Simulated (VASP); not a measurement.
# Sb (P6_3/mmc) in VASP: notebook

Runs on Sb. Level: PBEsol. Tasks: electric field gradients.

All numbers are computed with VASP 6.6.1; they aren't measurements. Logs are shortened: lines on timing, memory, paths and dates and some standing lists are left out, and cuts for length are marked.

**1. The cell of the first run**

Symmetry: P6_3/mmc, No. 194, hexagonal system. Conventional cell: a = 3.358 Å, b = 3.358 Å, c = 5.312 Å, α = 90.00°, β = 90.00°, γ = 120.00°. Sb (site symmetry -6m2) has 12 Sb at 3.29 to 3.36 Å within 4.3 Å.

This isn't the form of Sb at room conditions, which is rhombohedral.

**2. Electric field gradients, PBEsol (25.93 Å³/atom)**

Contents of INCAR:

```
PREC = Accurate ; ENCUT = 520
EDIFF = 1E-8 ; ISMEAR = -1
SIGMA = 0.05 ; LREAL = False
LASPH = True ; NELM = 60
ALGO = Normal ; ISIF = 2
LWAVE = False ; LCHARG = False
GGA = PS ; LEFG = True
NBANDS = 12
```

Contents of KPOINTS:

```
Automatic mesh
0
Gamma
  12 12 7
```

Contents of POSCAR:

```
Sb
1.0
    3.3577325362      0.0000000000      0.0000000000
   -1.6788662682      2.9078816755      0.0000000000
    0.0000000000      0.0000000000      5.3121737799
Sb
2
Direct
    0.3333333333      0.6666666667      0.2500000000
    0.6666666667      0.3333333333      0.7500000000
```

Potentials or basis: VASP PAW PBE potentials, release 64 (Sb).

Launch:

```
cat potpaw_PBE.64/Sb/POTCAR > POTCAR
mpirun -np 1 vasp_std > vasp.out
```

OUTCAR:

```text
PREC = Accurate
   ENCUT = 520
   EDIFF = 1E-8
   ISMEAR = -1
   LREAL = False
   LASPH = True
   NELM = 60
   ISIF = 2
   GGA = PS

 ion  position               nearest neighbor table
   1  0.333  0.667  0.250-   2 3.29   2 3.29   2 3.29   2 3.29   2 3.29   2 3.29
   2  0.667  0.333  0.750-   1 3.29   1 3.29   1 3.29   1 3.29   1 3.29   1 3.29

  LATTYP: Found a hexagonal cell.
 ALAT       =     3.3577325362
 C/A-ratio  =     1.5820717471

  Lattice vectors:

 A1 = (   3.3577325362,   0.0000000000,   0.0000000000)
 A2 = (  -1.6788662682,   2.9078816755,   0.0000000000)
 A3 = (   0.0000000000,   0.0000000000,   5.3121737799)

Analysis of symmetry for initial positions (statically):
=====================================================================
 Subroutine PRICEL returns:
 Original cell was already a primitive cell.

 Routine SETGRP: Setting up the symmetry group for a
 hexagonal supercell.

 Subroutine GETGRP returns: Found 24 space group operations
 (whereof 12 operations were pure point group operations)
 out of a pool of 24 trial point group operations.

The static configuration has the point symmetry D_3d.
 The point group associated with its full space group is D_6h.

Analysis of symmetry for dynamics (positions and initial velocities):
=====================================================================
 Subroutine PRICEL returns:
 Original cell was already a primitive cell.

 Routine SETGRP: Setting up the symmetry group for a
 hexagonal supercell.

 Subroutine GETGRP returns: Found 24 space group operations
 (whereof 12 operations were pure point group operations)
 out of a pool of 24 trial point group operations.

The dynamic configuration has the point symmetry D_3d.
 The point group associated with its full space group is D_6h.

 Subroutine INISYM returns: Found 24 space group operations
 (whereof 12 operations are pure point group operations),
 and found     1 'primitive' translations

----------------------------------------------------------------------------------------

                                     Primitive cell

  volume of cell :      51.8675

  direct lattice vectors                    reciprocal lattice vectors
     3.357732536  0.000000000  0.000000000     0.297820029  0.171946474  0.000000000
    -1.678866268  2.907881676  0.000000000     0.000000000  0.343892947  0.000000000
     0.000000000  0.000000000  5.312173780     0.000000000  0.000000000  0.188246854

  length of vectors
     3.357732536  3.357732536  5.312173780     0.343892947  0.343892947  0.188246854

  position of ions in fractional coordinates (direct lattice)
     0.333333333  0.666666667  0.250000000
     0.666666667  0.333333333  0.750000000

  ion indices of the primitive-cell ions
   primitive index   ion index
                 1           1
                 2           2

----------------------------------------------------------------------------------------

 KPOINTS: Automatic mesh

Automatic generation of k-mesh.
 Grid dimensions read from file:
 generate k-points for:   12   12    7

 Generating k-lattice:

  Cartesian coordinates                     Fractional coordinates (reciprocal lattice)
     0.024818336  0.014328873  0.000000000     0.083333333  0.000000000  0.000000000
     0.000000000  0.028657746  0.000000000     0.000000000  0.083333333  0.000000000
     0.000000000  0.000000000  0.026892408     0.000000000  0.000000000  0.142857143

  Length of vectors
     0.028657746  0.028657746  0.026892408

  Shift w.r.t. Gamma in fractional coordinates (k-lattice)
     0.000000000  0.000000000  0.000000000

 Subroutine IBZKPT returns following result:
 ===========================================

 Found     76 irreducible k-points:

 Following reciprocal coordinates:
            Coordinates               Weight
  0.000000  0.000000  0.000000      1.000000
  0.083333  0.000000  0.000000      6.000000
  0.166667  0.000000  0.000000      6.000000
  0.250000  0.000000  0.000000      6.000000
  0.333333  0.000000  0.000000      6.000000
  0.416667 -0.000000  0.000000      6.000000
[... 16 lines left out ...]
  0.250000  0.000000  0.142857     12.000000
  0.333333  0.000000  0.142857     12.000000
 [... further k-points ...]
   k-points           NKPTS =     76   k-points in BZ     NKDIM =     76   number of bands    NBANDS=     12
   number of dos      NEDOS =    301   number of ions     NIONS =      2
   total plane-waves  NPLWV =  31360
   dimension x,y,z NGX =    28 NGY =   28 NGZ =   40
   dimension x,y,z NGXF=    56 NGYF=   56 NGZF=   80
   ions per type =               2
   NGX,Y,Z   is equivalent  to a cutoff of  13.86, 13.86, 12.52 a.u.
   NGXF,Y,Z  is equivalent  to a cutoff of  27.73, 27.73, 25.04 a.u.
 SYSTEM =  unknown system
   PREC   = accura    normal or accurate (medium, high low for compatibility)
   ISTART =      0    job   : 0-new  1-cont  2-samecut
   ICHARG =      2    charge: 1-file 2-atom 10-const
   ISPIN  =      1    spin polarized calculation?
   LNONCOLLINEAR =      F non collinear calculations
   LSORBIT =      F    spin-orbit coupling
   LASPH  =      T    aspherical Exc in radial PAW
   ENCUT  =  520.0 eV  38.22 Ry    6.18 a.u.   6.24  6.24  9.88*2*pi/ulx,y,z
   NELM   =     60;   NELMIN=  2; NELMDL= -5     # of ELM steps
   EDIFF  = 0.1E-07   stopping-criterion for ELM
   LREAL  =      F    real-space projection
   EDIFFG = 0.1E-06   stopping-criterion for IOM
   NSW    =      0    number of steps for IOM
   IBRION =     -1    ionic relax: 0-MD 1-quasi-New 2-CG
   NFREE  =      0    steps in history (QN), initial steepest desc. (CG)
   ISIF   =      2    stress and relaxation
   ISYM   =      2    0-nonsym 1-usesym 2-fastsym
   POTIM  = 0.5000    time-step for ionic-motion
   TEBEG  =    0.0;   TEEND  =   0.0 temperature during run
   PSTRESS=    0.0 pullay stress
   NELECT =      10.0000    total number of electrons
   NUPDOWN=      -1.0000    fix difference up-down
   EMIN   =  10.00;   EMAX   =-10.00  energy-range for DOS
   EFERMI =   0.00;   METHOD = LEGACY
   ISMEAR =    -1;   SIGMA  =   0.05  broadening in eV -4-tet -1-fermi 0-gaus
   EFERMI_NEDOS =   21; number of points for ismear=-14 and -15
   IALGO  =     38    algorithm
   IMIX   =      4    mixing-type and parameters
     AMIX     =   0.40;   BMIX     =  1.00
     AMIX_MAG =   1.60;   BMIX_MAG =  1.00
  volume/ion in A,a.u.               =      25.93       175.01
  Fermi-wavevector in a.u.,A,eV,Ry     =   0.945750  1.787209 12.169643  0.894444
  Thomas-Fermi vector in A             =   2.073682
   LORBIT       =      0    0 simple, 1 ext, 2 COOP (PROOUT), +10 PAW based schemes
   GGA     = PS    functional components
   LHFCALC =     F    Hartree Fock is set to
   AEXX    =    0.0000 exact exchange contribution
   IVDW    =     0    specifies the selected vdW correction
   LEPSILON=     F    determine dielectric tensor
   LRPA    =     F    only Hartree local field effects (RPA)
 non-spin polarized calculation
  energy-cutoff  :      520.00
  volume of cell :       51.87
 maximum number of plane-waves:      1412
 NGX is ok and might be reduce to    28
   NGX = 13   NGY = 13   NGZ = 19

 number of electron      10.0000000 magnetization

 Free energy of the ion-electron system (eV)
  ---------------------------------------------------
  ext. energy  EPLUGINS =         0.00000000
  ---------------------------------------------------
  free energy    TOTEN  =        -8.68057676 eV

  energy without entropy =       -8.67001198  energy(sigma->0) =       -8.67529437

 E-fermi :   8.9023     XC(G=0): -10.4947

 val. band max:        8.8940694975   @ k =   0.1667   0.0000   0.0000
 cond. band min:       8.9191514977   @ k =   0.3333   0.2500   0.0000
 fundamental gap:      0.0250820001
 Fermi energy:         8.9022702964

 k-point     1 :       0.0000    0.0000    0.0000
  band No.  band energies     occupation
      1      -4.3676      2.00000
      2      -0.0749      2.00000
      3       2.8609      2.00000
      4      12.2563      0.00000
      5      12.2563      0.00000
      6      14.0770      0.00000
      7      14.0770      0.00000
      8      15.0320      0.00000
      9      16.3413      0.00000
     10      17.7122      0.00000
     11      18.8478      0.00000
     12      18.8478      0.00000

 k-point     2 :       0.0833    0.0000    0.0000
  band No.  band energies     occupation
      1      -4.2441      2.00000
      2       0.0313      2.00000
      3       2.9901      2.00000
      4      11.0328      0.00000
      5      11.7878      0.00000
      6      13.4487      0.00000
      7      14.2320      0.00000
      8      14.8036      0.00000
      9      16.7757      0.00000
     10      17.5216      0.00000
     11      18.8495      0.00000
     12      19.3461      0.00000

 k-point     3 :       0.1667    0.0000    0.0000
  band No.  band energies     occupation
      1      -3.8752      2.00000
      2       0.3408      2.00000
      3       3.3748      2.00000
      4       8.8941      1.08182
      5      10.9386      0.00000
      6      11.9943      0.00000
      7      13.9835      0.00000
      8      14.1262      0.00000
      9      15.5139      0.00000
     10      18.1552      0.00000
     11      18.6199      0.00000
     12      19.3742      0.00000
[... 286 lines left out ...]
 k-point    23 :       0.2500    0.0000    0.1429
  band No.  band energies     occupation
      1      -3.1575      2.00000
      2       0.2919      2.00000
      3       4.6631      2.00000
      4       6.9672      2.00000
      5       9.7553      0.00000
      6      10.2509      0.00000
      7      12.7008      0.00000
      8      13.3424      0.00000
      9      14.5995      0.00000
     10      16.7574      0.00000
     11      17.7704      0.00000
     12      19.1842      0.00000

 k-point    24 :       0.3333    0.0000    0.1429
  band No.  band energies     occupation
      1      -2.3285      2.00000
      2       0.8822      2.00000
      3       4.6124      2.00000
      4       6.0200      2.00000
      5       7.8967      2.00000
      6       9.6345      0.00000
      7      11.4565      0.00000
      8      12.8368      0.00000
      9      13.8251      0.00000
     10      16.1381      0.00000
     11      17.9576      0.00000
     12      18.7830      0.00000

 [... further k-points ...]
[... 5 lines left out ...]
  --------------------------------------------------------------------------------------
  -------------------------------------------------------------------------------------
  Total        0.3114512      0.3114512     -0.0954827     -0.0000000      0.0000000      0.0000000
  in kB        9.6206745      9.6206745     -2.9494436     -0.0000000      0.0000000      0.0000000
  external PRESSURE =       5.4306351 kB  Pullay stress =       0.0000000 kB

 VOLUME and BASIS-vectors are now :
 -----------------------------------------------------------------------------
  energy-cutoff  :      520.00
  volume of cell :       51.87
      direct lattice vectors                 reciprocal lattice vectors
     3.357732536  0.000000000  0.000000000     0.297820029  0.171946474  0.000000000
    -1.678866268  2.907881676  0.000000000     0.000000000  0.343892947  0.000000000
     0.000000000  0.000000000  5.312173780     0.000000000  0.000000000  0.188246854

 POSITION                                       TOTAL-FORCE (eV/Angst)
 -----------------------------------------------------------------------------------
     -0.00000      1.93859      1.32804        -0.000000      0.000000      0.000000
      1.67887      0.96929      3.98413         0.000000     -0.000000      0.000000
 -----------------------------------------------------------------------------------
    total drift:                               -0.000000      0.000000     -0.000000

  FREE ENERGIE OF THE ION-ELECTRON SYSTEM (eV)
  ---------------------------------------------------
  free  energy   TOTEN  =        -8.6805767560 eV

  energy  without entropy=       -8.6700119775  energy(sigma->0) =       -8.67529437

 Electric field gradients (V/A^2)
---------------------------------------------------------------------
 ion       V_xx      V_yy      V_zz      V_xy      V_xz      V_yz
---------------------------------------------------------------------
   1     -10.192   -10.192    20.384    -0.000     0.000    -0.000
   2     -10.192   -10.192    20.384    -0.000    -0.000     0.000
---------------------------------------------------------------------

 Electric field gradients after diagonalization (V/A^2)
 (convention: |V_zz| > |V_xx| > |V_yy|)
----------------------------------------------------------------------
 ion       V_xx      V_yy      V_zz     asymmetry (V_yy - V_xx)/ V_zz
----------------------------------------------------------------------
   1     -10.192   -10.192    20.384       0.000
   2     -10.192   -10.192    20.384       0.000
----------------------------------------------------------------------

           NMR quadrupolar parameters

 Cq : quadrupolar parameter    Cq=e*Q*V_zz/h
 eta: asymmetry parameters     (V_yy - V_xx)/ V_zz
 Q  : nuclear electric quadrupole moment in mb (millibarn)
----------------------------------------------------------------------
 ion       Cq(MHz)       eta       Q (mb)
----------------------------------------------------------------------
   1       0.049       0.000       1.000
   2       0.049       0.000       1.000
----------------------------------------------------------------------
```

Run time: 49 s. Hardware: 1 thread of AMD EPYC 7R13, shared host; peak memory 0.17 GiB.

Results:

| Quantity | Value |
| --- | --- |
| Free energy | -8.6806 eV |
| Pressure | 0.5 GPa |
| Band gap on the k mesh | zero (bands 5 and 6 overlap by 7.07 eV) |
| Largest electric field gradient by atom | Sb +20.4 V/Å² |

Stress tensor (GPa, compression positive):
```
 0.96  0.00  0.00
 0.00  0.96  0.00
 0.00  0.00 -0.29
```

Electric field gradients, principal values (V/Å²):
```csv
atom,least,middle,greatest (by size)
1 Sb,-10.192,-10.192,20.384
2 Sb,-10.192,-10.192,20.384
```

Caveat: without QUAD_EFG the Cq values of the log hold for a quadrupole moment of 1 mb, not for the nuclei; the PAW data sets were made with another functional, which shifts forces and pressure a little; spin-orbit coupling is left out, which moves the levels of the heavy elements.

**3. Electric field gradients, PBEsol (equal xx and yy strain of -1 %)**

Contents of INCAR:

```
SYSTEM = Sb
ALGO = Normal
EDIFF = 1E-8
ENCUT = 520
GGA = PS
ISIF = 2
ISMEAR = -1
LASPH = .True.
LCHARG = .False.
LEFG = .True.
LREAL = .False.
LWAVE = .False.
NBANDS = 12
NELM = 60
PREC = Accurate
SIGMA = 0.05
```

Contents of KPOINTS:

```
k-points
0
Gamma
  12 12 7
  0 0 0
```

Contents of POSCAR:

```
Sb
1.0
    3.3353101777      0.0000000000      0.0000000000
   -1.6676550889      2.8884633434      0.0000000000
    0.0000000000      0.0000000000      5.3300000000
Sb
2
Direct
    0.3333333333      0.6666666667      0.2500000000
    0.6666666667      0.3333333333      0.7500000000
```

Potentials or basis: VASP PAW PBE potentials, release 64 (Sb).

Launch:

```
cat potpaw_PBE.64/Sb/POTCAR > POTCAR
mpirun -np 1 vasp_std > vasp.out
```

OUTCAR:

```text
SYSTEM = Sb
   EDIFF = 1E-8
   ENCUT = 520
   GGA = PS
   ISIF = 2
   ISMEAR = -1
   LASPH = .True.
   LREAL = .False.
   NELM = 60
   PREC = Accurate

 ion  position               nearest neighbor table
   1  0.333  0.667  0.250-   2 3.29   2 3.29   2 3.29   2 3.29   2 3.29   2 3.29
   2  0.667  0.333  0.750-   1 3.29   1 3.29   1 3.29   1 3.29   1 3.29   1 3.29

  LATTYP: Found a hexagonal cell.
 ALAT       =     3.3353101777
 C/A-ratio  =     1.5980522698

  Lattice vectors:

 A1 = (   3.3353101777,   0.0000000000,   0.0000000000)
 A2 = (  -1.6676550889,   2.8884633434,   0.0000000000)
 A3 = (   0.0000000000,   0.0000000000,   5.3300000000)

Analysis of symmetry for initial positions (statically):
=====================================================================
 Subroutine PRICEL returns:
 Original cell was already a primitive cell.

 Routine SETGRP: Setting up the symmetry group for a
 hexagonal supercell.
[... 551 lines left out ...]
  volume of cell :       51.35
      direct lattice vectors                 reciprocal lattice vectors
     3.335310178  0.000000000  0.000000000     0.299822189  0.173102422  0.000000000
    -1.667655089  2.888463343  0.000000000     0.000000000  0.346204844  0.000000000
     0.000000000  0.000000000  5.330000000     0.000000000  0.000000000  0.187617261

 POSITION                                       TOTAL-FORCE (eV/Angst)
 -----------------------------------------------------------------------------------
     -0.00000      1.92564      1.33250        -0.000000      0.000000      0.000000
      1.66766      0.96282      3.99750         0.000000     -0.000000      0.000000
 -----------------------------------------------------------------------------------
    total drift:                               -0.000000      0.000000     -0.000000

  FREE ENERGIE OF THE ION-ELECTRON SYSTEM (eV)
  ---------------------------------------------------
  free  energy   TOTEN  =        -8.6749433016 eV

  energy  without entropy=       -8.6631741245  energy(sigma->0) =       -8.66905871

 Electric field gradients (V/A^2)
---------------------------------------------------------------------
 ion       V_xx      V_yy      V_zz      V_xy      V_xz      V_yz
---------------------------------------------------------------------
   1     -10.012   -10.012    20.024    -0.000     0.000    -0.000
   2     -10.012   -10.012    20.024    -0.000    -0.000     0.000
---------------------------------------------------------------------

 Electric field gradients after diagonalization (V/A^2)
 (convention: |V_zz| > |V_xx| > |V_yy|)
----------------------------------------------------------------------
 ion       V_xx      V_yy      V_zz     asymmetry (V_yy - V_xx)/ V_zz
----------------------------------------------------------------------
   1     -10.012   -10.012    20.024       0.000
   2     -10.012   -10.012    20.024       0.000
----------------------------------------------------------------------

           NMR quadrupolar parameters

 Cq : quadrupolar parameter    Cq=e*Q*V_zz/h
 eta: asymmetry parameters     (V_yy - V_xx)/ V_zz
 Q  : nuclear electric quadrupole moment in mb (millibarn)
----------------------------------------------------------------------
 ion       Cq(MHz)       eta       Q (mb)
----------------------------------------------------------------------
   1       0.048       0.000       1.000
   2       0.048       0.000       1.000
----------------------------------------------------------------------
```

Wall time 44 s (1 thread of AMD EPYC 7R13, shared host); peak memory 0.17 GiB.

What came out:

```
Free energy                             : -8.6749 eV
Pressure                                : 1.3 GPa
Band gap on the k mesh                  : zero (bands 5 and 6 overlap by 7.28 eV)
Largest electric field gradient by atom : Sb +20.0 V/Å²
```

Stress tensor (GPa, compression positive):
```
1.67 0.00 0.00
0.00 1.67 0.00
0.00 0.00 0.47
```

Levels at points of the mesh, in eV from the Fermi level:
```tsv
k point	band 3	band 4	band 5	band 6	band 7	band 8
(0.00, 0.00, 0.00)	-6.13	3.52	3.52	5.32	5.32	6.08
(0.50, 0.00, 0.00)	-4.34	-3.05	-2.47	-0.25	0.18	3.86
```

Electric field gradients, principal values (V/Å²):
```csv
atom,least,middle,greatest (by size)
1 Sb,-10.012,-10.012,20.024
2 Sb,-10.012,-10.012,20.024
```

Caveat: the cell differs from its parent crystal (equal xx and yy strain of -1 %); without QUAD_EFG the Cq values of the log hold for a quadrupole moment of 1 mb, not for the nuclei; the PAW data sets were made with another functional, which shifts forces and pressure a little; spin-orbit coupling is left out, which moves the levels of the heavy elements.

[end of part 1 of 3]
